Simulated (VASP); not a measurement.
# Os (P6_3/mmc) in VASP: notebook, part 2 of 2

VASP 6.6.1.

## 6. Single point, SVWN5

This run uses another cell than the first one, of 13.98 Å³/atom.

INCAR

```
SYSTEM = Os
  ALGO = Normal
  EDIFF = 1E-6
  ENCUT = 560
  GGA = VW
  GGA_COMPAT = .FALSE.
  ISIF = 2
  ISMEAR = -1
  LASPH = .TRUE.
  LCHARG = .FALSE.
  LREAL = .FALSE.
  LWAVE = .FALSE.
  NBANDS = 23
  NELM = 120
  PREC = Accurate
  SIGMA = 0.05
```

KPOINTS

```
k-points
0
G
  11 11 6
  0 0 0
```

POSCAR

```
Os
1.0
    2.7341000000      0.0000000000      0.0000000000
   -1.3670500000      2.3678000565      0.0000000000
    0.0000000000      0.0000000000      4.3197000000
Os
2
Direct
    0.6666666667      0.3333333333      0.7500000000
    0.3333333333      0.6666666667      0.2500000000
```

Potentials or basis: VASP PAW PBE potentials, release 64 (Os_sv_GW).

On the command line:

```
$ cat potpaw_PBE.64/Os_sv_GW/POTCAR > POTCAR
$ mpirun -np 1 vasp_std > vasp.out
```

OUTCAR:

```text
SYSTEM = Os
   EDIFF = 1E-6
   ENCUT = 560
   GGA = VW
   ISIF = 2
   ISMEAR = -1
   LASPH = .TRUE.
   LREAL = .FALSE.
   NELM = 120
   PREC = Accurate

 ion  position               nearest neighbor table
   1  0.667  0.333  0.750-   2 2.68   2 2.68   2 2.68   2 2.68   2 2.68   2 2.68
   2  0.333  0.667  0.250-   1 2.68   1 2.68   1 2.68   1 2.68   1 2.68   1 2.68

  LATTYP: Found a hexagonal cell.
 ALAT       =     2.7341000000
 C/A-ratio  =     1.5799348963

  Lattice vectors:

 A1 = (   2.7341000000,   0.0000000000,   0.0000000000)
 A2 = (  -1.3670500000,   2.3678000565,   0.0000000000)
 A3 = (   0.0000000000,   0.0000000000,   4.3197000000)

Analysis of symmetry for initial positions (statically):
=====================================================================
 Subroutine PRICEL returns:
 Original cell was already a primitive cell.

 Routine SETGRP: Setting up the symmetry group for a
 hexagonal supercell.

 Subroutine GETGRP returns: Found 24 space group operations
 (whereof 12 operations were pure point group operations)
 out of a pool of 24 trial point group operations.

The static configuration has the point symmetry D_3d.
 The point group associated with its full space group is D_6h.

Analysis of symmetry for dynamics (positions and initial velocities):
=====================================================================
 Subroutine PRICEL returns:
 Original cell was already a primitive cell.

 Routine SETGRP: Setting up the symmetry group for a
 hexagonal supercell.

 Subroutine GETGRP returns: Found 24 space group operations
 (whereof 12 operations were pure point group operations)
 out of a pool of 24 trial point group operations.

The dynamic configuration has the point symmetry D_3d.
 The point group associated with its full space group is D_6h.

 Subroutine INISYM returns: Found 24 space group operations
 (whereof 12 operations are pure point group operations),
 and found     1 'primitive' translations

[... 108 lines left out ...]
   EFERMI =   0.00;   METHOD = LEGACY
   ISMEAR =    -1;   SIGMA  =   0.05  broadening in eV -4-tet -1-fermi 0-gaus
   EFERMI_NEDOS =   21; number of points for ismear=-14 and -15
   IALGO  =     38    algorithm
   IMIX   =      4    mixing-type and parameters
     AMIX     =   0.40;   BMIX     =  1.00
     AMIX_MAG =   1.60;   BMIX_MAG =  1.00
  volume/ion in A,a.u.               =      13.98        94.36
  Fermi-wavevector in a.u.,A,eV,Ry     =   1.712329  3.235832 39.893232  2.932070
  Thomas-Fermi vector in A             =   2.790278
   LORBIT       =      0    0 simple, 1 ext, 2 COOP (PROOUT), +10 PAW based schemes
   GGA     = VW    functional components
   LHFCALC =     F    Hartree Fock is set to
   AEXX    =    0.0000 exact exchange contribution
   IVDW    =     0    specifies the selected vdW correction
   LEPSILON=     F    determine dielectric tensor
   LRPA    =     F    only Hartree local field effects (RPA)
 non-spin polarized calculation
  energy-cutoff  :      560.00
  volume of cell :       27.96
 maximum number of plane-waves:       852
 NGX is ok and might be reduce to    24
   NGX = 11   NGY = 11   NGZ = 17

 number of electron      32.0000000 magnetization

 Free energy of the ion-electron system (eV)
  ---------------------------------------------------
  ext. energy  EPLUGINS =         0.00000000
  ---------------------------------------------------
  free energy    TOTEN  =       -27.75886720 eV

  energy without entropy =      -27.74560504  energy(sigma->0) =      -27.75223612

 E-fermi :  13.3804     XC(G=0): -14.8233

 val. band max:       13.3610223054   @ k =   0.0909   0.0000   0.3333
 cond. band min:      13.4404500244   @ k =   0.3636   0.0909   0.3333
 fundamental gap:      0.0794277190
 Fermi energy:        13.3804006603

 k-point     1 :       0.0000    0.0000    0.0000
  band No.  band energies     occupation
      1     -73.3005      2.00000
      2     -73.1852      2.00000
      3     -33.2079      2.00000
      4     -32.2634      2.00000
      5     -32.2634      2.00000
      6     -32.0846      2.00000
[... 613 lines left out ...]
     22      28.3725      0.00000
     23      29.3070      0.00000

 [... further k-points ...]

------------------------ aborting loop because EDIFF is reached ----------------------------------------

  FORCE on cell =-STRESS in cart. coord.  units (eV):
  Direction    XX          YY          ZZ          XY          YZ          ZX
  --------------------------------------------------------------------------------------
  -------------------------------------------------------------------------------------
  Total       -1.8085988     -1.8085988     -1.8957922     -0.0000000      0.0000000      0.0000000
  in kB     -103.6190983   -103.6190983   -108.6146237     -0.0000000      0.0000000      0.0000000
  external PRESSURE =    -105.2842735 kB  Pullay stress =       0.0000000 kB

 VOLUME and BASIS-vectors are now :
 -----------------------------------------------------------------------------
  energy-cutoff  :      560.00
  volume of cell :       27.96
      direct lattice vectors                 reciprocal lattice vectors
     2.734100000  0.000000000  0.000000000     0.365751070  0.211166479  0.000000000
    -1.367050000  2.367800057  0.000000000     0.000000000  0.422332957  0.000000000
     0.000000000  0.000000000  4.319700000     0.000000000  0.000000000  0.231497558

 POSITION                                       TOTAL-FORCE (eV/Angst)
 -----------------------------------------------------------------------------------
      1.36705      0.78927      3.23977         0.000000     -0.000000      0.000000
     -0.00000      1.57853      1.07993        -0.000000      0.000000      0.000000
 -----------------------------------------------------------------------------------
    total drift:                               -0.000000      0.000000     -0.000000

  FREE ENERGIE OF THE ION-ELECTRON SYSTEM (eV)
  ---------------------------------------------------
  free  energy   TOTEN  =       -27.7588672022 eV

  energy  without entropy=      -27.7456050359  energy(sigma->0) =      -27.75223612
```

It took 13 s on 1 thread of Intel Xeon 6975P-C (Granite Rapids), shared host; peak memory 0.17 GiB.

Results:

| Property | Result |
| --- | --- |
| Free energy | -27.7589 eV |
| Pressure | -10.5 GPa |
| Band gap on the k mesh | zero (bands 16 and 17 overlap by 3.90 eV) |

Caveat: the cell stands under tension; the PAW data sets were made with another functional, which shifts forces and pressure a little; spin-orbit coupling is left out, which moves the levels of the heavy elements.

## 7. Summary

| level | cell | gap on the mesh (eV) | pressure (GPa) |
| --- | --- | --- | --- |
| PBEsol | a = 2.688, b = 2.688, c = 4.257 Å, angles 90.0, 90.0, 120.0°, 2 atoms | none | 18.6 |
| BLYP | a = 2.788, b = 2.788, c = 4.404 Å, angles 90.0, 90.0, 120.0°, 2 atoms | none | 2.1 |
| PBEsol+D3(BJ) | a = 2.678, b = 2.678, c = 4.232 Å, angles 90.0, 90.0, 120.0°, 2 atoms | none | 17.3 |
| PBEsol | a = 2.697, b = 2.697, c = 4.261 Å, angles 90.0, 90.0, 120.0°, 2 atoms | none | 14.8 |
| SVWN5 | a = 2.734, b = 2.734, c = 4.320 Å, angles 90.0, 90.0, 120.0°, 2 atoms | none | -10.5 |

Alike in all rows: task single point; potentials or basis VASP PAW PBE potentials, release 64 (Os_sv_GW); no spin polarisation; k mesh 11 × 11 × 6; cutoff (eV) 560; smearing fermi-dirac 0.05 eV.

Caveats: the PAW data sets were made with another functional, which shifts forces and pressure a little; spin-orbit coupling is left out, which moves the levels of the heavy elements; the cell stands under pressure (at least some runs); the cell stands under tension (at least some runs).

Absolute energies hang on the potentials; compare differences alone.

The gap in the log of VASP goes by the Fermi energy; the results here count the filled bands.